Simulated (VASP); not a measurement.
# KTaO3 (P4/mmm) in VASP: further runs

The runs below take KTaO3 through single point, with PBEsol.

Program: VASP 6.6.1. These are calculated values, not measurements. Logs are shortened: lines on timing, memory, paths and dates and some standing lists are left out, and cuts for length are marked.

### 1 The cell of the first run

Symmetry: P4/mmm, No. 123, tetragonal system. Conventional cell: a = 3.794 Å, b = 3.794 Å, c = 4.280 Å, α = 90.00°, β = 90.00°, γ = 90.00°. Within 3.5 Å of K (site symmetry 4/mmm) lie 12 O at 2.68 to 2.86 Å and 8 Ta at 3.43 Å. Within 2.5 Å of Ta (site symmetry 4/mmm) lie 6 O at 1.90 to 2.14 Å. Within 2.5 Å of O (site symmetry mmm) lie 2 Ta at 1.90 Å. Within 2.9 Å of O (site symmetry 4/mmm) lie 2 Ta at 2.14 Å and 4 K at 2.68 Å and 8 O at 2.86 Å.

### 2 Single point, PBEsol (12.32 Å³/atom)

The input, INCAR:

```
PREC = Accurate
ENCUT = 700
EDIFF = 1E-6
ISMEAR = 0
SIGMA = 0.05
LREAL = False
LASPH = True
NELM = 120
ALGO = Normal
ISIF = 2
LWAVE = False
LCHARG = False
GGA = PS
NBANDS = 28
GGA_COMPAT = False
```

The input, KPOINTS:

```
regular mesh
0
Gamma
  8 8 8
```

The input, POSCAR:

```
KTaO3
1.0
    3.7939217662      0.0000000000      0.0000000000
    0.0000000000      3.7939217662      0.0000000000
    0.0000000000      0.0000000000      4.2803025366
K Ta O
1 1 3
Direct
    0.5000000000      0.5000000000      0.5000000000
    0.0000000000      0.0000000000      0.0000000000
    0.5000000000      0.0000000000      0.0000000000
    0.0000000000      0.5000000000      0.0000000000
    0.0000000000      0.0000000000      0.5000000000
```

Potentials or basis: VASP PAW PBE potentials, release 64 (K_sv, Ta_sv_GW, O).

Launch:

```sh
$ cat potpaw_PBE.64/K_sv/POTCAR potpaw_PBE.64/Ta_sv_GW/POTCAR potpaw_PBE.64/O/POTCAR > POTCAR
$ mpirun -np 1 vasp_std > vasp.out
```

OUTCAR:

```text
PREC = Accurate
   ENCUT = 700
   EDIFF = 1E-6
   ISMEAR = 0
   LREAL = False
   LASPH = True
   NELM = 120
   ISIF = 2
   GGA = PS

 ion  position               nearest neighbor table
   1  0.500  0.500  0.500-   5 2.68   5 2.68   5 2.68   5 2.68   4 2.86   3 2.86   4 2.86   3 2.86
                             4 2.86   3 2.86   4 2.86   3 2.86   2 3.43   2 3.43   2 3.43   2 3.43
   2  0.000  0.000  0.000-   3 1.90   4 1.90   4 1.90   3 1.90   5 2.14   5 2.14   1 3.43   1 3.43
                             1 3.43   1 3.43   1 3.43   1 3.43   1 3.43   1 3.43
   3  0.500  0.000  0.000-   2 1.90   2 1.90   1 2.86   1 2.86   1 2.86   1 2.86
   4  0.000  0.500  0.000-   2 1.90   2 1.90   1 2.86   1 2.86   1 2.86   1 2.86
   5  0.000  0.000  0.500-   2 2.14   2 2.14   1 2.68   1 2.68   1 2.68   1 2.68

  LATTYP: Found a simple tetragonal cell.
 ALAT       =     3.7939217662
 C/A-ratio  =     1.1282000000

  Lattice vectors:

 A1 = (   3.7939217662,   0.0000000000,   0.0000000000)
 A2 = (   0.0000000000,   3.7939217662,   0.0000000000)
 A3 = (   0.0000000000,   0.0000000000,   4.2803025366)

Analysis of symmetry for initial positions (statically):
=====================================================================
 Subroutine PRICEL returns:
 Original cell was already a primitive cell.

 Routine SETGRP: Setting up the symmetry group for a
 simple tetragonal supercell.

 Subroutine GETGRP returns: Found 16 space group operations
 (whereof 16 operations were pure point group operations)
 out of a pool of 16 trial point group operations.

The static configuration has the point symmetry D_4h.

Analysis of symmetry for dynamics (positions and initial velocities):
=====================================================================
 Subroutine PRICEL returns:
 Original cell was already a primitive cell.

 Routine SETGRP: Setting up the symmetry group for a
 simple tetragonal supercell.

 Subroutine GETGRP returns: Found 16 space group operations
 (whereof 16 operations were pure point group operations)
 out of a pool of 16 trial point group operations.

The dynamic configuration has the point symmetry D_4h.

 Subroutine INISYM returns: Found 16 space group operations
 (whereof 16 operations are pure point group operations),
 and found     1 'primitive' translations

----------------------------------------------------------------------------------------

[... 94 lines left out ...]
   LSORBIT =      F    spin-orbit coupling
   LASPH  =      T    aspherical Exc in radial PAW
   ENCUT  =  700.0 eV  51.45 Ry    7.17 a.u.   8.18  8.18  9.23*2*pi/ulx,y,z
   NELM   =    120;   NELMIN=  2; NELMDL= -5     # of ELM steps
   EDIFF  = 0.1E-05   stopping-criterion for ELM
   LREAL  =      F    real-space projection
   EDIFFG = 0.1E-04   stopping-criterion for IOM
   NSW    =      0    number of steps for IOM
   IBRION =     -1    ionic relax: 0-MD 1-quasi-New 2-CG
   NFREE  =      0    steps in history (QN), initial steepest desc. (CG)
   ISIF   =      2    stress and relaxation
   ISYM   =      2    0-nonsym 1-usesym 2-fastsym
   POTIM  = 0.5000    time-step for ionic-motion
   TEBEG  =    0.0;   TEEND  =   0.0 temperature during run
   PSTRESS=    0.0 pullay stress
   NELECT =      40.0000    total number of electrons
   NUPDOWN=      -1.0000    fix difference up-down
   EMIN   =  10.00;   EMAX   =-10.00  energy-range for DOS
   EFERMI =   0.00;   METHOD = LEGACY
   ISMEAR =     0;   SIGMA  =   0.05  broadening in eV -4-tet -1-fermi 0-gaus
   EFERMI_NEDOS =   21; number of points for ismear=-14 and -15
   IALGO  =     38    algorithm
   IMIX   =      4    mixing-type and parameters
     AMIX     =   0.40;   BMIX     =  1.00
     AMIX_MAG =   1.60;   BMIX_MAG =  1.00
  volume/ion in A,a.u.               =      12.32        83.15
  Fermi-wavevector in a.u.,A,eV,Ry     =   1.417570  2.678818 27.340960  2.009504
  Thomas-Fermi vector in A             =   2.538786
   LORBIT       =      0    0 simple, 1 ext, 2 COOP (PROOUT), +10 PAW based schemes
   GGA     = PS    functional components
   LHFCALC =     F    Hartree Fock is set to
   AEXX    =    0.0000 exact exchange contribution
   IVDW    =     0    specifies the selected vdW correction
   LEPSILON=     F    determine dielectric tensor
   LRPA    =     F    only Hartree local field effects (RPA)
 non-spin polarized calculation
 Gauss-broadening in eV      SIGMA  =   0.05
  energy-cutoff  :      700.00
  volume of cell :       61.61
 maximum number of plane-waves:      2624
 NGX is ok and might be reduce to    36
   NGX = 17   NGY = 17   NGZ = 19

 number of electron      39.9999998 magnetization

 Free energy of the ion-electron system (eV)
  ---------------------------------------------------
  ext. energy  EPLUGINS =         0.00000000
  ---------------------------------------------------
  free energy    TOTEN  =       -44.76095640 eV

  energy without entropy =      -44.76095640  energy(sigma->0) =      -44.76095640

 E-fermi :   3.7649     XC(G=0): -11.4107

 val. band max:        3.4365860203   @ k =   0.5000   0.5000   0.5000
 cond. band min:       5.4355138497   @ k =   0.0000   0.0000   0.0000
 fundamental gap:      1.9989278294
 Fermi energy:         3.7648879135

 k-point     1 :       0.0000    0.0000    0.0000
  band No.  band energies     occupation
      1     -64.0031      2.00000
      2     -30.6329      2.00000
      3     -30.6329      2.00000
      4     -30.4326      2.00000
      5     -23.7102      2.00000
      6     -14.7511      2.00000
[... 733 lines left out ...]
     27      13.4487      0.00000
     28      13.9913      0.00000

 [... further k-points ...]
[... 5 lines left out ...]
  --------------------------------------------------------------------------------------
  -------------------------------------------------------------------------------------
  Total       10.4220315     10.4220315     -6.9677742      0.0000000      0.0000000      0.0000000
  in kB      271.0264999    271.0264999   -181.1980168      0.0000000      0.0000000      0.0000000
  external PRESSURE =     120.2849943 kB  Pullay stress =       0.0000000 kB

 VOLUME and BASIS-vectors are now :
 -----------------------------------------------------------------------------
  energy-cutoff  :      700.00
  volume of cell :       61.61
      direct lattice vectors                 reciprocal lattice vectors
     3.793921766  0.000000000  0.000000000     0.263579499  0.000000000  0.000000000
     0.000000000  3.793921766  0.000000000     0.000000000  0.263579499  0.000000000
     0.000000000  0.000000000  4.280302537     0.000000000  0.000000000  0.233628346

 POSITION                                       TOTAL-FORCE (eV/Angst)
 -----------------------------------------------------------------------------------
      1.89696      1.89696      2.14015         0.000000      0.000000      0.000000
      0.00000      0.00000      0.00000         0.000000      0.000000      0.000000
      1.89696      0.00000      0.00000         0.000000      0.000000      0.000000
      0.00000      1.89696      0.00000         0.000000      0.000000      0.000000
      0.00000      0.00000      2.14015         0.000000      0.000000      0.000000
 -----------------------------------------------------------------------------------
    total drift:                                0.000000      0.000000     -0.000000

  FREE ENERGIE OF THE ION-ELECTRON SYSTEM (eV)
  ---------------------------------------------------
  free  energy   TOTEN  =       -44.7609564019 eV

  energy  without entropy=      -44.7609564019  energy(sigma->0) =      -44.76095640
```

stdout:

```text
POSCAR found type information on POSCAR K TaO
 POSCAR found :  3 types and       5 ions
 scaLAPACK will be used
 -----------------------------------------------------------------------------
|                                                                             |
|                                                                             |
|     You enforced a specific xc type in the INCAR file but a different       |
|     I HOPE YOU KNOW WHAT YOU ARE DOING!                                     |
|                                                                             |
 -----------------------------------------------------------------------------

 LDA part: xc-table for (Slater+PW92), standard interpolation
 POSCAR, INCAR and KPOINTS ok, starting setup
 FFT: planning ... GRIDC
 FFT: planning ... GRID_SOFT
 FFT: planning ... GRID
 WAVECAR not read
 entering main loop
```

It used 190 s of CPU time on 1 thread of Intel(R) Xeon(R) Platinum 8488C (Sapphire Rapids) (shared host).

What came out:

```yaml
Free_energy: -44.7610 eV
Pressure: 12.0 GPa
Band_gap_on_the_k_mesh: 2.00 eV (least direct gap 2.40 eV)
```

Levels at points of the mesh, in eV from the valence-band top:
```csv
k point,band 17,band 18,band 19,band 20,band 21,band 22,band 23,band 24
"(0.00, 0.00, 0.00)",-1.13,-0.75,-0.40,-0.40,2.00,2.00,2.14,5.09
"(0.50, 0.00, 0.00)",-1.96,-1.41,-0.95,-0.69,2.23,5.64,5.64,5.69
"(0.50, 0.50, 0.00)",-1.58,-0.80,-0.80,-0.27,5.69,5.69,6.04,7.30
"(0.00, 0.00, 0.50)",-1.58,-1.58,-1.05,-1.05,2.23,4.13,4.13,8.16
"(0.50, 0.00, 0.50)",-2.05,-2.01,-1.63,-0.21,4.20,5.65,6.33,8.93
"(0.50, 0.50, 0.50)",-4.01,-0.25,0.00,0.00,6.50,6.50,7.42,8.36
```

Caveat: the stress differs along the axes, from -18 to 27 GPa; the PAW data sets were made with another functional, which shifts forces and pressure a little; spin-orbit coupling is left out, which moves the levels of the heavy elements. A k mesh can miss the band edges.

### 3 Single point, PBEsol (11.98 Å³/atom)

This run uses another cell than the first one, of 11.98 Å³/atom.

INCAR is that of step 2.

The input, KPOINTS:

```
Automatic mesh
0
Gamma
  8 8 8
```

POSCAR: that of step 2 with these lines changed.

```diff
@@ -2,5 +2,5 @@
 1.0
-    3.7939217662      0.0000000000      0.0000000000
-    0.0000000000      3.7939217662      0.0000000000
-    0.0000000000      0.0000000000      4.2803025366
+    4.0194517430      0.0000000000      0.0000000000
+    0.0000000000      4.0194517430      0.0000000000
+    0.0000000000      0.0000000000      3.7091500685
 K Ta O
```

Potentials or basis: VASP PAW PBE potentials, release 64 (K_sv, Ta_sv_GW, O).

Launch:

```sh
$ cat potpaw_PBE.64/K_sv/POTCAR potpaw_PBE.64/Ta_sv_GW/POTCAR potpaw_PBE.64/O/POTCAR > POTCAR
$ mpirun -np 1 vasp_std > vasp.out
```

It took 94 s on 1 thread of Intel Xeon 6975P-C (Granite Rapids), shared host; peak memory 0.32 GiB.

Results (log left out):

```
Free energy            : -44.9708 eV
Pressure               : 16.0 GPa
Band gap on the k mesh : 2.08 eV (least direct gap 2.58 eV)
```

Stress tensor (GPa, compression positive):
```
 1.72  0.00  0.00
 0.00  1.72  0.00
 0.00  0.00 44.44
```

Levels at points of the mesh, in eV from the valence-band top:
```csv
k point,band 16,band 17,band 18,band 19,band 20,band 21,band 22,band 23,band 24,band 25
"(0.00, 0.00, 0.00)",-1.34,-0.89,-0.62,-0.62,-0.50,2.08,2.22,2.22,6.44,6.74
"(0.50, 0.00, 0.00)",-2.31,-1.99,-1.68,-0.99,-0.74,2.37,4.97,4.98,7.21,9.10
"(0.50, 0.50, 0.00)",-2.63,-2.16,-2.16,-1.37,-0.08,5.01,5.01,6.25,9.60,10.11
"(0.00, 0.00, 0.50)",-2.33,-2.15,-1.64,-0.82,-0.82,2.38,6.16,6.16,6.81,8.64
"(0.50, 0.00, 0.50)",-2.84,-1.58,-1.34,-1.26,-0.17,5.06,6.18,7.19,7.67,10.28
"(0.50, 0.50, 0.50)",-4.61,-3.56,-0.08,-0.08,0.00,6.48,7.35,7.35,8.52,9.03
```

Caveat: the stress differs along the axes, from 2 to 44 GPa; the PAW data sets were made with another functional, which shifts forces and pressure a little; spin-orbit coupling is left out, which moves the levels of the heavy elements.
